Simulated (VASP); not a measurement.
Input of a VASP 6.6.1 run:

Contents of INCAR:

```
ALGO = Normal
EDIFF = 1E-6
ENCUT = 750
GGA = PE
GGA_COMPAT = F
ISIF = 2
ISMEAR = 0
LASPH = T
LCHARG = F
LREAL = F
LWAVE = F
NBANDS = 13
NELM = 120
PREC = Accurate
SIGMA = 0.02
```

Contents of KPOINTS:

```
k-points
0
Gamma
  8 8 8
```

Contents of POSCAR:

```
Li2O
1.0
    0.0000000000      2.2265196650      2.2265196650
    2.2265196650      0.0000000000      2.2265196650
    2.2265196650      2.2265196650      0.0000000000
Li O
2 1
Direct
    0.2500000000      0.2500000000      0.2500000000
    0.7500000000      0.7500000000      0.7500000000
    0.0000000000      0.0000000000      0.0000000000
```

Potentials or basis: VASP PAW PBE potentials, release 64 (Li_sv, O).

Run with:

```sh
$ cat potpaw_PBE.64/Li_sv/POTCAR potpaw_PBE.64/O/POTCAR > POTCAR
$ mpirun -np 1 vasp_std > vasp.out
```

Task: Predict the band gap on the k mesh.

Result: 5.19 eV (least direct gap 6.12 eV).

Task: Predict the pressure.

Result: 11.2 GPa.

Caveat: the cell differs from its parent crystal (strained); the cell stands under pressure. A k mesh can miss the band edges.
